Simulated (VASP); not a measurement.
# BP (rocksalt type) (Fm-3m) in VASP: a series of runs

The runs below take BP (rocksalt type) through single point, with LDA.

All numbers are computed with VASP 6.6.1; they aren't measurements. Logs are shortened: lines on timing, memory, paths and dates and some standing lists are left out, and cuts for length are marked.

## 1. The cell of the first run

It takes space group Fm-3m (No. 225, cubic). The conventional cell has a = 3.676 Å, b = 3.676 Å, c = 3.676 Å, α = 90.00°, β = 90.00°, γ = 90.00°. Within 2.4 Å of B (site symmetry m-3m) lie 6 P at 1.84 Å. P (site symmetry m-3m) has 6 B at 1.84 Å within 2.4 Å.

## 2. Single point, LDA (volume scaled by 0.64)

File INCAR:

```
SYSTEM = BP
ALGO = Normal
EDIFF = 1E-6
ENCUT = 500
GGA = CA
GGA_COMPAT = .FALSE.
ISIF = 2
ISMEAR = -1
LASPH = .TRUE.
LCHARG = .FALSE.
LREAL = .FALSE.
LWAVE = .FALSE.
NBANDS = 11
NELM = 120
PREC = Accurate
SIGMA = 0.1
```

File KPOINTS:

```
k-points
0
G
  15 15 15
  0 0 0
```

File POSCAR:

```
BP
1.0
    0.0000000000      1.8379703936      1.8379703936
    1.8379703936      0.0000000000      1.8379703936
    1.8379703936      1.8379703936      0.0000000000
B P
1 1
Direct
    0.0000000000      0.0000000000      0.0000000000
    0.5000000000      0.5000000000      0.5000000000
```

Potentials or basis: VASP PAW LDA potentials, release 64 (B, P).

Run with:

```sh
cat potpaw_LDA.64/B/POTCAR potpaw_LDA.64/P/POTCAR > POTCAR
mpirun -np 1 vasp_std > vasp.out
```

OUTCAR:

```text
SYSTEM = BP
   EDIFF = 1E-6
   ENCUT = 500
   GGA = CA
   ISIF = 2
   ISMEAR = -1
   LASPH = .TRUE.
   LREAL = .FALSE.
   NELM = 120
   PREC = Accurate

 ion  position               nearest neighbor table
   1  0.000  0.000  0.000-   2 1.84   2 1.84   2 1.84   2 1.84   2 1.84   2 1.84
   2  0.500  0.500  0.500-   1 1.84   1 1.84   1 1.84   1 1.84   1 1.84   1 1.84

  LATTYP: Found a face centered cubic cell.
 ALAT       =     3.6759407872

  Lattice vectors:

 A1 = (   0.0000000000,   1.8379703936,   1.8379703936)
 A2 = (   1.8379703936,   0.0000000000,   1.8379703936)
 A3 = (   1.8379703936,   1.8379703936,   0.0000000000)

Analysis of symmetry for initial positions (statically):
=====================================================================
 Subroutine PRICEL returns:
 Original cell was already a primitive cell.

 Routine SETGRP: Setting up the symmetry group for a
 face centered cubic supercell.

 Subroutine GETGRP returns: Found 48 space group operations
 (whereof 48 operations were pure point group operations)
 out of a pool of 48 trial point group operations.

The static configuration has the point symmetry O_h .

Analysis of symmetry for dynamics (positions and initial velocities):
=====================================================================
 Subroutine PRICEL returns:
 Original cell was already a primitive cell.

 Routine SETGRP: Setting up the symmetry group for a
 face centered cubic supercell.

 Subroutine GETGRP returns: Found 48 space group operations
 (whereof 48 operations were pure point group operations)
 out of a pool of 48 trial point group operations.

The dynamic configuration has the point symmetry O_h .

 Subroutine INISYM returns: Found 48 space group operations
 (whereof 48 operations are pure point group operations),
 and found     1 'primitive' translations

----------------------------------------------------------------------------------------

                                     Primitive cell

  volume of cell :      12.4178

  direct lattice vectors                    reciprocal lattice vectors
     0.000000000  1.837970394  1.837970394    -0.272039202  0.272039202  0.272039202
     1.837970394  0.000000000  1.837970394     0.272039202 -0.272039202  0.272039202
     1.837970394  1.837970394  0.000000000     0.272039202  0.272039202 -0.272039202

  length of vectors
     2.599282658  2.599282658  2.599282658     0.471185720  0.471185720  0.471185720

  position of ions in fractional coordinates (direct lattice)
     0.000000000  0.000000000  0.000000000
[... 81 lines left out ...]
   NSW    =      0    number of steps for IOM
   IBRION =     -1    ionic relax: 0-MD 1-quasi-New 2-CG
   NFREE  =      0    steps in history (QN), initial steepest desc. (CG)
   ISIF   =      2    stress and relaxation
   ISYM   =      2    0-nonsym 1-usesym 2-fastsym
   POTIM  = 0.5000    time-step for ionic-motion
   TEBEG  =    0.0;   TEEND  =   0.0 temperature during run
   PSTRESS=    0.0 pullay stress
   NELECT =       8.0000    total number of electrons
   NUPDOWN=      -1.0000    fix difference up-down
   EMIN   =  10.00;   EMAX   =-10.00  energy-range for DOS
   EFERMI =   0.00;   METHOD = LEGACY
   ISMEAR =    -1;   SIGMA  =   0.10  broadening in eV -4-tet -1-fermi 0-gaus
   EFERMI_NEDOS =   21; number of points for ismear=-14 and -15
   IALGO  =     38    algorithm
   IMIX   =      4    mixing-type and parameters
     AMIX     =   0.40;   BMIX     =  1.00
     AMIX_MAG =   1.60;   BMIX_MAG =  1.00
  volume/ion in A,a.u.               =       6.21        41.90
  Fermi-wavevector in a.u.,A,eV,Ry     =   1.413914  2.671910 27.200124  1.999153
  Thomas-Fermi vector in A             =   2.535510
   LORBIT       =      0    0 simple, 1 ext, 2 COOP (PROOUT), +10 PAW based schemes
   GGA     = CA    functional components
   LHFCALC =     F    Hartree Fock is set to
   AEXX    =    0.0000 exact exchange contribution
   IVDW    =     0    specifies the selected vdW correction
   LEPSILON=     F    determine dielectric tensor
   LRPA    =     F    only Hartree local field effects (RPA)
 non-spin polarized calculation
  energy-cutoff  :      500.00
  volume of cell :       12.42
 maximum number of plane-waves:       331
   NGX =  9   NGY =  9   NGZ =  9

 number of electron       8.0000000 magnetization

 Free energy of the ion-electron system (eV)
  ---------------------------------------------------
  ext. energy  EPLUGINS =         0.00000000
  ---------------------------------------------------
  free energy    TOTEN  =        -9.69980786 eV

  energy without entropy =       -9.68206891  energy(sigma->0) =       -9.69093839

 E-fermi :  18.0396     XC(G=0): -14.1746

 val. band max:       18.0107533573   @ k =   0.3333   0.1333   0.0667
 cond. band min:      18.0442247404   @ k =   0.0667   0.0667   0.0000
 fundamental gap:      0.0334713831
 Fermi energy:        18.0396224036

 k-point     1 :       0.0000    0.0000    0.0000
  band No.  band energies     occupation
      1      -5.1514      2.00000
      2      18.1270      0.58893
      3      18.1270      0.58893
      4      18.1270      0.58893
      5      25.1840      0.00000
      6      25.1840      0.00000
      7      25.1840      0.00000
      8      30.8682      0.00000
      9      30.8682      0.00000
     10      30.8682      0.00000
     11      31.2451      0.00000
[... 309 lines left out ...]
 k-point    24 :       0.2000    0.1333    0.0000
  band No.  band energies     occupation
      1      -3.9941      2.00000
      2      14.3480      2.00000
      3      15.3012      2.00000
      4      17.8742      1.67883
      5      21.0508      0.00000
      6      22.5670      0.00000
      7      29.4133      0.00000
      8      29.8611      0.00000
      9      30.4474      0.00000
     10      31.4938      0.00000
     11      34.6553      0.00000

 [... further k-points ...]
[... 5 lines left out ...]
  --------------------------------------------------------------------------------------
  -------------------------------------------------------------------------------------
  Total       13.3071546     13.3071546     13.3071546      0.0000000      0.0000000     -0.0000000
  in kB     1716.9207666   1716.9207666   1716.9207666      0.0000000      0.0000000     -0.0000000
  external PRESSURE =    1716.9207666 kB  Pullay stress =       0.0000000 kB

 VOLUME and BASIS-vectors are now :
 -----------------------------------------------------------------------------
  energy-cutoff  :      500.00
  volume of cell :       12.42
      direct lattice vectors                 reciprocal lattice vectors
     0.000000000  1.837970394  1.837970394    -0.272039202  0.272039202  0.272039202
     1.837970394  0.000000000  1.837970394     0.272039202 -0.272039202  0.272039202
     1.837970394  1.837970394  0.000000000     0.272039202  0.272039202 -0.272039202

 POSITION                                       TOTAL-FORCE (eV/Angst)
 -----------------------------------------------------------------------------------
      0.00000      0.00000      0.00000        -0.000000     -0.000000     -0.000000
      1.83797      1.83797      1.83797         0.000000      0.000000      0.000000
 -----------------------------------------------------------------------------------
    total drift:                                0.000000     -0.000000     -0.000000

  FREE ENERGIE OF THE ION-ELECTRON SYSTEM (eV)
  ---------------------------------------------------
  free  energy   TOTEN  =        -9.6998078631 eV

  energy  without entropy=       -9.6820689089  energy(sigma->0) =       -9.69093839
```

OSZICAR:

```text
N       E                     dE             d eps       ncg     rms          rms(c)
DAV:   1     0.116200423150E+02    0.11620E+02   -0.44742E+03  2683   0.683E+02
DAV:   2    -0.103149295312E+02   -0.21935E+02   -0.21165E+02  3471   0.129E+02
DAV:   3    -0.107741225652E+02   -0.45919E+00   -0.45554E+00  3273   0.144E+01
DAV:   4    -0.107749077381E+02   -0.78517E-03   -0.78489E-03  3045   0.685E-01
DAV:   5    -0.107749091576E+02   -0.14195E-05   -0.14196E-05  3124   0.261E-02    0.144E+01
DAV:   6    -0.981535294425E+01    0.95956E+00   -0.18169E+00  2998   0.724E+00    0.746E+00
DAV:   7    -0.970737280001E+01    0.10798E+00   -0.37910E-01  3201   0.337E+00    0.185E+00
DAV:   8    -0.970008436194E+01    0.72884E-02   -0.83905E-03  2873   0.577E-01    0.403E-01
DAV:   9    -0.969981215930E+01    0.27220E-03   -0.25664E-04  3239   0.116E-01    0.663E-02
DAV:  10    -0.969980805960E+01    0.40997E-05   -0.17419E-05  2918   0.260E-02    0.261E-02
DAV:  11    -0.969980786306E+01    0.19654E-06   -0.86674E-07  1830   0.706E-03
   1 F= -.96998079E+01 E0= -.96909384E+01  d E =-.177390E-01
```

Run time: 20 s. Hardware: 1 thread of Intel Xeon 8259CL, shared host; peak memory 0.12 GiB.

What came out:

- Free energy: -9.6998 eV
- Pressure: 171.7 GPa
- Band gap on the k mesh: zero (band 4 reaches 18.92 eV, above the bottom of band 5 at 16.98 eV)

## 3. Single point, LDA (volume scaled by 0.72)

File INCAR:

```
ALGO = Normal ; EDIFF = 1E-6
ENCUT = 500 ; GGA_COMPAT = F
ISIF = 2 ; ISMEAR = -1
LASPH = T ; LCHARG = F
LREAL = F ; LWAVE = F
NBANDS = 11 ; NELM = 120
PREC = Accurate ; SIGMA = 0.1
```

File KPOINTS:

```
k-points
0
Gamma
  15 15 15
```

File POSCAR:

```
BP
1.0
    0.0000000000      1.9115662414      1.9115662414
    1.9115662414      0.0000000000      1.9115662414
    1.9115662414      1.9115662414      0.0000000000
B P
1 1
Direct
    0.0000000000      0.0000000000      0.0000000000
    0.5000000000      0.5000000000      0.5000000000
```

Potentials or basis: VASP PAW LDA potentials, release 64 (B, P).

Run with:

```sh
cat potpaw_LDA.64/B/POTCAR potpaw_LDA.64/P/POTCAR > POTCAR
mpirun -np 1 vasp_std > vasp.out
```

It took 20 s on 1 thread of Intel Xeon 8259CL, shared host; peak memory 0.13 GiB.

Results (log left out):

```yaml
Free_energy: -11.0101 eV
Pressure: 103.5 GPa
Band_gap_on_the_k_mesh: zero (band 4 reaches 16.71 eV, above the bottom of band 5 at 14.17 eV)
```

Levels at points of the mesh, in eV from the Fermi level:
```
           k point  band 1  band 2  band 3  band 4  band 5  band 6  band 7  band 8
(0.00, 0.00, 0.00)  -21.46    0.04    0.04    0.04    7.39    7.39    7.39   11.60
```
